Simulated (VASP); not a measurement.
# MoSe2 (P6_3/mmc) in VASP: single point with PBEsol

Aim: the single point of MoSe2 with PBEsol.

Program: VASP 6.6.1. These are calculated values, not measurements. Logs are shortened: lines on timing, memory, paths and dates and some standing lists are left out, and cuts for length are marked.

## 1. The cell of the first run

It takes space group P6_3/mmc (No. 194, hexagonal). The conventional cell has a = 3.288 Å, b = 3.288 Å, c = 12.900 Å, α = 90.00°, β = 90.00°, γ = 120.00°. Mo (site symmetry -6m2) has 6 Se at 2.49 Å and 6 Mo at 3.29 Å within 3.3 Å. Within 3.3 Å of Se (site symmetry 3m) lie 3 Mo at 2.49 Å and 7 Se at 3.23 to 3.29 Å.

## 2. Single point, PBEsol, collinear spin

File INCAR:

```
SYSTEM = MoSe2
PREC = Accurate ; ENCUT = 500
EDIFF = 1E-6 ; ISMEAR = 0
SIGMA = 0.05 ; LREAL = .False.
LASPH = .True. ; NELM = 200
ALGO = Normal ; ISIF = 2
LWAVE = .False. ; LCHARG = .False.
ISPIN = 2 ; MAGMOM = 1.5 1.5 0 0 0 0
LORBIT = 11 ; NUPDOWN = 3.0
LMAXMIX = 4 ; GGA = PS
NBANDS = 39 ; GGA_COMPAT = .False.
```

File KPOINTS:

```
regular mesh
0
Gamma
  8 8 2
  0 0 0
```

File POSCAR:

```
MoSe2
1.0
    3.2879995700      0.0000000000      0.0000000000
   -1.6439997900      2.8474911600      0.0000000000
    0.0000000000      0.0000000000     12.9000009200
Mo Se
2 4
Direct
    0.3333333333      0.6666666667      0.2500000000
    0.6666666667      0.3333333333      0.7500000000
    0.3333333333      0.6666666667      0.6250000000
    0.6666666667      0.3333333333      0.1250000000
    0.3333333333      0.6666666667      0.8750000000
    0.6666666667      0.3333333333      0.3750000000
```

Potentials or basis: VASP PAW PBE potentials, release 64 (Mo_sv, Se).

On the command line:

```console
> cat potpaw_PBE.64/Mo_sv/POTCAR potpaw_PBE.64/Se/POTCAR > POTCAR
> mpirun -np 1 vasp_std > vasp.out
```

OUTCAR:

```text
SYSTEM = MoSe2
   PREC = Accurate
   ENCUT = 500
   EDIFF = 1E-6
   ISMEAR = 0
   LREAL = .False.
   LASPH = .True.
   NELM = 200
   ISIF = 2
   ISPIN = 2
   LORBIT = 11
   NUPDOWN = 3.0
   GGA = PS

 ion  position               nearest neighbor table
   1  0.333  0.667  0.250-   4 2.49   6 2.49   4 2.49   6 2.49   4 2.49   6 2.49
   2  0.667  0.333  0.750-   3 2.49   5 2.49   3 2.49   5 2.49   3 2.49   5 2.49
   3  0.333  0.667  0.625-   2 2.49   2 2.49   2 2.49
   4  0.667  0.333  0.125-   1 2.49   1 2.49   1 2.49
   5  0.333  0.667  0.875-   2 2.49   2 2.49   2 2.49
   6  0.667  0.333  0.375-   1 2.49   1 2.49   1 2.49

  LATTYP: Found a hexagonal cell.
 ALAT       =     3.2879995700
 C/A-ratio  =     3.9233584571

  Lattice vectors:

 A1 = (   3.2879995700,   0.0000000000,   0.0000000000)
 A2 = (  -1.6439997900,   2.8474911600,   0.0000000000)
 A3 = (   0.0000000000,   0.0000000000,  12.9000009200)

Analysis of symmetry for initial positions (statically):
=====================================================================
 Subroutine PRICEL returns:
 Original cell was already a primitive cell.

 Routine SETGRP: Setting up the symmetry group for a
 hexagonal supercell.

 Subroutine GETGRP returns: Found 24 space group operations
 (whereof 12 operations were pure point group operations)
 out of a pool of 24 trial point group operations.

The static configuration has the point symmetry D_3d.
 The point group associated with its full space group is D_6h.

Analysis of symmetry for dynamics (positions and initial velocities):
=====================================================================
 Subroutine PRICEL returns:
 Original cell was already a primitive cell.

 Routine SETGRP: Setting up the symmetry group for a
 hexagonal supercell.

 Subroutine GETGRP returns: Found 24 space group operations
 (whereof 12 operations were pure point group operations)
 out of a pool of 24 trial point group operations.

The dynamic configuration has the point symmetry D_3d.
 The point group associated with its full space group is D_6h.

Analysis of structural, dynamic, and magnetic symmetry:
=====================================================================
 Subroutine PRICEL returns:
 Original cell was already a primitive cell.

 Routine SETGRP: Setting up the symmetry group for a
 hexagonal supercell.

[... 138 lines left out ...]
   LRPA    =     F    only Hartree local field effects (RPA)
 spin polarized calculation
 Gauss-broadening in eV      SIGMA  =   0.05
  energy-cutoff  :      500.00
  volume of cell :      120.78
 maximum number of plane-waves:      3092
 NGX is ok and might be reduce to    24
   NGX = 11   NGY = 11   NGZ = 47

 number of electron      52.0000002 magnetization       3.0000003

 Free energy of the ion-electron system (eV)
  ---------------------------------------------------
  ext. energy  EPLUGINS =         0.00000000
  ---------------------------------------------------
  free energy    TOTEN  =       -40.33494117 eV

  energy without entropy =      -40.32427206  energy(sigma->0) =      -40.32960662

 E-fermi :   5.5972     XC(G=0): -10.8033

 val. band max:        7.6996890819   @ k =   0.1250   0.1250   0.5000
 cond. band min:       5.6127229239   @ k =   0.5000  -0.0000   0.0000
 fundamental gap:     -2.0869661580
 Fermi energy:         7.7205594017

 spin component 1

 k-point     1 :       0.0000    0.0000    0.0000
  band No.  band energies     occupation
      1     -54.8663      1.00000
      2     -54.8663      1.00000
      3     -29.1164      1.00000
      4     -29.1164      1.00000
      5     -28.9616      1.00000
      6     -28.9616      1.00000
[... 809 lines left out ...]
     37      13.6005      0.00000
     38      13.6005      0.00000
 Fermi energy:         5.5971803271

 spin component 2

 k-point     1 :       0.0000    0.0000    0.0000
  band No.  band energies     occupation
      1     -54.1632      1.00000
      2     -54.1632      1.00000
      3     -28.4082      1.00000
      4     -28.4082      1.00000
      5     -28.1702      1.00000
      6     -28.1702      1.00000
[... 809 lines left out ...]
     37      13.9370      0.00000
     38      13.9370      0.00000
 [bands above 38 left out]

------------------------ aborting loop because EDIFF is reached ----------------------------------------

  FORCE on cell =-STRESS in cart. coord.  units (eV):
  Direction    XX          YY          ZZ          XY          YZ          ZX
  --------------------------------------------------------------------------------------
  -------------------------------------------------------------------------------------
  Total        7.0548902      7.0548902      6.8567210     -0.0000000      0.0000000      0.0000000
  in kB       93.5873098     93.5873101     90.9584775     -0.0000002      0.0000000      0.0000000
  external PRESSURE =      92.7110325 kB  Pullay stress =       0.0000000 kB

 VOLUME and BASIS-vectors are now :
 -----------------------------------------------------------------------------
  energy-cutoff  :      500.00
  volume of cell :      120.78
      direct lattice vectors                 reciprocal lattice vectors
     3.287999570  0.000000000  0.000000000     0.304136293  0.175593171  0.000000000
    -1.643999790  2.847491160  0.000000000     0.000000000  0.351186340  0.000000000
     0.000000000  0.000000000 12.900000920     0.000000000  0.000000000  0.077519374

 POSITION                                       TOTAL-FORCE (eV/Angst)
 -----------------------------------------------------------------------------------
     -0.00000      1.89833      3.22500        -0.000000     -0.000000      0.000000
      1.64400      0.94916      9.67500         0.000000      0.000000      0.000000
     -0.00000      1.89833      8.06250         0.000000      0.000000     -1.194765
      1.64400      0.94916      1.61250        -0.000000      0.000000     -1.194765
     -0.00000      1.89833     11.28750         0.000000     -0.000000      1.194765
      1.64400      0.94916      4.83750        -0.000000     -0.000000      1.194765
 -----------------------------------------------------------------------------------
    total drift:                               -0.000000      0.000000     -0.000000

  FREE ENERGIE OF THE ION-ELECTRON SYSTEM (eV)
  ---------------------------------------------------
  free  energy   TOTEN  =       -40.3349411691 eV

  energy  without entropy=      -40.3242720624  energy(sigma->0) =      -40.32960662

 total charge

# of ion       s       p       d       tot
------------------------------------------
    1        2.289   6.199   4.046  12.534
    2        2.289   6.199   4.046  12.534
    3        1.481   2.339   0.072   3.891
    4        1.481   2.339   0.072   3.891
    5        1.481   2.339   0.072   3.891
    6        1.481   2.339   0.072   3.891
--------------------------------------------------
tot         10.501  21.754   8.378  40.633

 magnetization (x)

# of ion       s       p       d       tot
------------------------------------------
    1        0.019   0.017   1.058   1.094
    2        0.019   0.017   1.058   1.094
    3        0.006   0.055   0.009   0.070
    4        0.006   0.055   0.009   0.070
    5        0.006   0.055   0.009   0.070
    6        0.006   0.055   0.009   0.070
--------------------------------------------------
tot          0.064   0.253   2.150   2.466
```

OSZICAR:

```text
N       E                     dE             d eps       ncg     rms          rms(c)
DAV:   1     0.414624428181E+03    0.41462E+03   -0.27314E+04  3440   0.119E+03
DAV:   2    -0.215867283371E+02   -0.43621E+03   -0.41919E+03  3746   0.320E+02
DAV:   3    -0.415377181876E+02   -0.19951E+02   -0.19544E+02  3778   0.623E+01
DAV:   4    -0.417936926238E+02   -0.25597E+00   -0.25538E+00  3677   0.723E+00
DAV:   5    -0.417961948303E+02   -0.25022E-02   -0.25001E-02  3711   0.704E-01    0.297E+01
DAV:   6    -0.408879071644E+02    0.90829E+00   -0.60427E+00  3374   0.150E+01    0.108E+01
DAV:   7    -0.407546273829E+02    0.13328E+00   -0.34494E+00  3232   0.113E+01    0.974E+00
DAV:   8    -0.403458190358E+02    0.40881E+00   -0.50166E-01  3435   0.451E+00    0.320E+00
DAV:   9    -0.403373296511E+02    0.84894E-02   -0.12866E-01  3644   0.175E+00    0.535E-01
DAV:  10    -0.403349141015E+02    0.24155E-02   -0.67082E-03  3528   0.505E-01    0.252E-01
DAV:  11    -0.403348843262E+02    0.29775E-04   -0.12390E-03  3604   0.166E-01    0.805E-02
DAV:  12    -0.403349360767E+02   -0.51751E-04   -0.19957E-04  3879   0.676E-02    0.481E-02
DAV:  13    -0.403349374518E+02   -0.13750E-05   -0.53208E-05  3627   0.467E-02    0.256E-02
DAV:  14    -0.403349399474E+02   -0.24956E-05   -0.14820E-05  3618   0.230E-02    0.767E-03
DAV:  15    -0.403349410137E+02   -0.10663E-05   -0.15299E-06  2782   0.648E-03    0.267E-03
DAV:  16    -0.403349411691E+02   -0.15546E-06   -0.15517E-07  1973   0.210E-03
   1 F= -.40334941E+02 E0= -.40329607E+02  d E =-.106691E-01  mag=     3.0000
```

stdout:

```text
POSCAR found type information on POSCAR MoSe
 POSCAR found :  2 types and       6 ions
 scaLAPACK will be used
 -----------------------------------------------------------------------------
|                                                                             |
|                                                                             |
|     You enforced a specific xc type in the INCAR file but a different       |
|     I HOPE YOU KNOW WHAT YOU ARE DOING!                                     |
|                                                                             |
 -----------------------------------------------------------------------------

 LDA part: xc-table for (Slater+PW92), standard interpolation
 POSCAR, INCAR and KPOINTS ok, starting setup
 FFT: planning ... GRIDC
 FFT: planning ... GRID_SOFT
 FFT: planning ... GRID
 WAVECAR not read
 entering main loop
```

Wall time 4.7 min (1 thread of Oxide Virtual Turin-like, shared host); peak memory 0.29 GiB.

What came out:

| Property | Result |
| --- | --- |
| Free energy | -40.3349 eV |
| Pressure | 9.3 GPa |
| Largest force | 1.195 eV/Å |
| Net moment | 3.00 μB per cell |
| Site moments | Mo +1.09; Se +0.07 μB |
| Valence electrons inside the program's atomic spheres | Mo 12.53; Se 3.89 |

Forces on the atoms (eV/Å):
```
Mo   0.000  0.000  0.000
Mo   0.000  0.000  0.000
Se   0.000  0.000 -1.195
Se   0.000  0.000 -1.195
Se   0.000  0.000  1.195
Se   0.000  0.000  1.195
```

Caveat: the cell stands under pressure; the PAW data sets were made with another functional, which shifts forces and pressure a little; this functional lacks dispersion, which binds layers or chains, so the pressure and a relaxed spacing across them are unreliable; the total moment is fixed, so each spin has its own Fermi level and the state may be an excited one.
